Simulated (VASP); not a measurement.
# Be (I4_1/amd) in VASP: a series of runs

Runs on Be. Level: PBE. Tasks: single point.

Program: VASP 6.6.1. These are calculated values, not measurements. Logs are shortened: lines on timing, memory, paths and dates and some standing lists are left out, and cuts for length are marked.

### 1 The cell of the first run

It takes space group I4_1/amd (No. 141, tetragonal). The conventional cell has a = 2.934 Å, b = 2.934 Å, c = 1.614 Å, α = 90.00°, β = 90.00°, γ = 90.00°. Within 2.0 Å of Be (site symmetry -4m2) lie 10 Be at 1.52 to 1.90 Å.

### 2 Single point, PBE

Contents of INCAR:

```
  PREC = Accurate
  ENCUT = 520
  EDIFF = 1E-6
  ISMEAR = -1
  SIGMA = 0.08
  LREAL = F
  LASPH = T
  NELM = 80
  ALGO = Normal
  ISIF = 2
  LWAVE = F
  LCHARG = T
  GGA = PE
  LELF = T
  LVHAR = T
  NBANDS = 9
```

Contents of KPOINTS:

```
Automatic mesh
0
Gamma
  27 27 27
```

Contents of POSCAR:

```
Be
1.0
   -1.4670475735      1.4670475735      0.8071072647
    1.4670475735     -1.4670475735      0.8071072647
    1.4670475735      1.4670475735     -0.8071072647
Be
2
Direct
   -0.3750000000     -0.1250000000     -0.2500000000
    0.3750000000      0.1250000000      0.2500000000
```

Potentials or basis: VASP PAW PBE potentials, release 64 (Be).

Command:

```sh
> cat potpaw_PBE.64/Be/POTCAR > POTCAR
> mpirun -np 1 vasp_std > vasp.out
```

OUTCAR:

```text
PREC = Accurate
   ENCUT = 520
   EDIFF = 1E-6
   ISMEAR = -1
   LREAL = F
   LASPH = T
   NELM = 80
   ISIF = 2
   GGA = PE

 ion  position               nearest neighbor table
   1  0.625  0.875  0.750-   2 1.52   2 1.52   2 1.52   2 1.52   2 1.90   2 1.90   2 1.90   2 1.90

   2  0.375  0.125  0.250-   1 1.52   1 1.52   1 1.52   1 1.52   1 1.90   1 1.90   1 1.90   1 1.90

  LATTYP: Found a body centered tetragonal cell.
 ALAT       =     2.9340951470
 C/A-ratio  =     0.5501575268

  Lattice vectors:

 A1 = (  -1.4670475735,   1.4670475735,   0.8071072647)
 A2 = (   1.4670475735,  -1.4670475735,   0.8071072647)
 A3 = (   1.4670475735,   1.4670475735,  -0.8071072647)

Analysis of symmetry for initial positions (statically):
=====================================================================
 Subroutine PRICEL returns:
 Original cell was already a primitive cell.

 Routine SETGRP: Setting up the symmetry group for a
 body centered tetragonal supercell.

 Subroutine GETGRP returns: Found 16 space group operations
 (whereof  4 operations were pure point group operations)
 out of a pool of 16 trial point group operations.

The static configuration has the point symmetry C_2h.
 The point group associated with its full space group is D_4h.

Analysis of symmetry for dynamics (positions and initial velocities):
=====================================================================
 Subroutine PRICEL returns:
 Original cell was already a primitive cell.

 Routine SETGRP: Setting up the symmetry group for a
 body centered tetragonal supercell.

 Subroutine GETGRP returns: Found 16 space group operations
 (whereof  4 operations were pure point group operations)
 out of a pool of 16 trial point group operations.

The dynamic configuration has the point symmetry C_2h.
 The point group associated with its full space group is D_4h.

 Subroutine INISYM returns: Found 16 space group operations
 (whereof  4 operations are pure point group operations),
 and found     1 'primitive' translations

----------------------------------------------------------------------------------------

                                     Primitive cell

  volume of cell :       6.9483

  direct lattice vectors                    reciprocal lattice vectors
    -1.467047573  1.467047573  0.807107265     0.000000000  0.340820577  0.619496344
     1.467047573 -1.467047573  0.807107265     0.340820577  0.000000000  0.619496344
[... 91 lines left out ...]
   ISIF   =      2    stress and relaxation
   ISYM   =      2    0-nonsym 1-usesym 2-fastsym
   POTIM  = 0.5000    time-step for ionic-motion
   TEBEG  =    0.0;   TEEND  =   0.0 temperature during run
   PSTRESS=    0.0 pullay stress
   NELECT =       4.0000    total number of electrons
   NUPDOWN=      -1.0000    fix difference up-down
   EMIN   =  10.00;   EMAX   =-10.00  energy-range for DOS
   EFERMI =   0.00;   METHOD = LEGACY
   ISMEAR =    -1;   SIGMA  =   0.08  broadening in eV -4-tet -1-fermi 0-gaus
   EFERMI_NEDOS =   21; number of points for ismear=-14 and -15
   IALGO  =     38    algorithm
   IMIX   =      4    mixing-type and parameters
     AMIX     =   0.40;   BMIX     =  1.00
     AMIX_MAG =   1.60;   BMIX_MAG =  1.00
  volume/ion in A,a.u.               =       3.47        23.44
  Fermi-wavevector in a.u.,A,eV,Ry     =   1.361868  2.573557 25.234506  1.854684
  Thomas-Fermi vector in A             =   2.488407
   LORBIT       =      0    0 simple, 1 ext, 2 COOP (PROOUT), +10 PAW based schemes
   GGA     = PE    functional components
   LHFCALC =     F    Hartree Fock is set to
   AEXX    =    0.0000 exact exchange contribution
   IVDW    =     0    specifies the selected vdW correction
   LEPSILON=     F    determine dielectric tensor
   LRPA    =     F    only Hartree local field effects (RPA)
 non-spin polarized calculation
  energy-cutoff  :      520.00
  volume of cell :        6.95
 maximum number of plane-waves:       199
 NGX is ok and might be reduce to    18
   NGX =  9   NGY =  9   NGZ =  9

 number of electron       4.0000000 magnetization

 Free energy of the ion-electron system (eV)
  ---------------------------------------------------
  ext. energy  EPLUGINS =         0.00000000
  ---------------------------------------------------
  free energy    TOTEN  =         1.32168154 eV

  energy without entropy =        1.32551875  energy(sigma->0) =        1.32360015

 E-fermi :  17.8503     XC(G=0): -13.6694

 val. band max:       17.8454304963   @ k =   0.2963   0.0741   0.0370
 cond. band min:      17.8679255295   @ k =   0.2963   0.0370   0.0370
 fundamental gap:      0.0224950332
 Fermi energy:        17.8503393903

 k-point     1 :       0.0000    0.0000    0.0000
  band No.  band energies     occupation
      1       0.5964      2.00000
      2      18.9670      0.00000
      3      18.9670      0.00000
      4      27.4039      0.00000
      5      40.5174      0.00000
      6      48.5444      0.00000
      7      48.5444      0.00000
      8      49.9625      0.00000
      9      50.2156      0.00000
[... 265 lines left out ...]
 k-point    24 :       0.3704    0.0370    0.0000
  band No.  band energies     occupation
      1       5.9277      2.00000
      2      18.0019      0.26142
      3      20.5655      0.00000
      4      24.3672      0.00000
      5      29.1191      0.00000
      6      32.6001      0.00000
      7      40.7840      0.00000
      8      49.0361      0.00000
      9      50.3674      0.00000

 [... further k-points ...]

------------------------ aborting loop because EDIFF is reached ----------------------------------------

  FORCE on cell =-STRESS in cart. coord.  units (eV):
  Direction    XX          YY          ZZ          XY          YZ          ZX
  --------------------------------------------------------------------------------------
  -------------------------------------------------------------------------------------
  Total       18.3960755     18.3960755     18.3598614      0.0000000     -0.0000000      0.0000000
  in kB     4241.8579613   4241.8579613   4233.5075385      0.0000000     -0.0000000      0.0000000
  external PRESSURE =    4239.0744870 kB  Pullay stress =       0.0000000 kB

 VOLUME and BASIS-vectors are now :
 -----------------------------------------------------------------------------
  energy-cutoff  :      520.00
  volume of cell :        6.95
      direct lattice vectors                 reciprocal lattice vectors
    -1.467047573  1.467047573  0.807107265     0.000000000  0.340820577  0.619496344
     1.467047573 -1.467047573  0.807107265     0.340820577  0.000000000  0.619496344
     1.467047573  1.467047573 -0.807107265     0.340820577  0.340820577  0.000000000

 POSITION                                       TOTAL-FORCE (eV/Angst)
 -----------------------------------------------------------------------------------
      1.46705      0.73352      0.60533         0.000000      0.000000     -0.000000
      0.00000      0.73352      0.20178        -0.000000     -0.000000      0.000000
 -----------------------------------------------------------------------------------
    total drift:                               -0.000000     -0.000000     -0.000000

  FREE ENERGIE OF THE ION-ELECTRON SYSTEM (eV)
  ---------------------------------------------------
  free  energy   TOTEN  =         1.3216815371 eV

  energy  without entropy=        1.3255187547  energy(sigma->0) =        1.32360015
```

stdout:

```text
POSCAR found type information on POSCAR Be
 POSCAR found :  1 types and       2 ions
 scaLAPACK will be used
 LDA part: xc-table for (Slater+PW92), standard interpolation
 POSCAR, INCAR and KPOINTS ok, starting setup
 FFT: planning ... GRIDC
 FFT: planning ... GRID_SOFT
 FFT: planning ... GRID
 WAVECAR not read
 entering main loop
```

Wall time 93 s (1 thread of Intel Xeon Platinum 8259CL at 2.50GHz (Skylake/Cascade Lake), shared host); peak memory 0.19 GiB.

Results:

* Free energy: 1.3217 eV
* Pressure: 423.9 GPa
* Band gap on the k mesh: zero (bands 2 and 3 overlap by 11.68 eV)

Caveat: the cell stands under pressure.

### 3 Single point, PBE

Contents of INCAR:

```
SYSTEM = Be
ALGO = Normal ; EDIFF = 1E-6
ENCUT = 520 ; GGA = PE
ISIF = 2 ; ISMEAR = -1
LASPH = .True. ; LCHARG = .True.
LELF = .True. ; LREAL = .False.
LVHAR = .True. ; LWAVE = .False.
NBANDS = 9 ; NELM = 60
PREC = Accurate ; SIGMA = 0.08
```

Contents of KPOINTS:

```
k-points
0
Gamma
  27 27 27
  0 0 0
```

Contents of POSCAR:

```
Be
1.0
   -1.4670777629      1.4670777629      0.8069248419
    1.4670777629     -1.4670777629      0.8069248419
    1.4670777629      1.4670777629     -0.8069248419
Be
2
Direct
   -0.3750000000     -0.1250000000     -0.2500000000
    0.3750000000      0.1250000000      0.2500000000
```

Potentials or basis: VASP PAW PBE potentials, release 64 (Be).

Command:

```sh
> cat potpaw_PBE.64/Be/POTCAR > POTCAR
> mpirun -np 1 vasp_std > vasp.out
```

Run time: 98 s. Hardware: 1 thread of Intel Xeon Platinum 8259CL at 2.50GHz (Skylake/Cascade Lake), shared host; peak memory 0.19 GiB.

Results (log left out):

```yaml
Free_energy: 1.3251 eV
Pressure: 424.1 GPa
Band_gap_on_the_k_mesh: zero (bands 2 and 3 overlap by 11.68 eV)
```

Stress tensor (GPa, compression positive):
```
424.22   0.00   0.00
  0.00 424.22   0.00
  0.00   0.00 423.92
```

Levels at points of the mesh, in eV from the Fermi level:
| k point | band 1 | band 2 | band 3 | band 4 | band 5 |
| --- | --- | --- | --- | --- | --- |
| (0.00, 0.00, 0.00) | -17.26 | 1.11 | 1.11 | 9.55 | 22.67 |

Caveat: the cell stands under pressure.
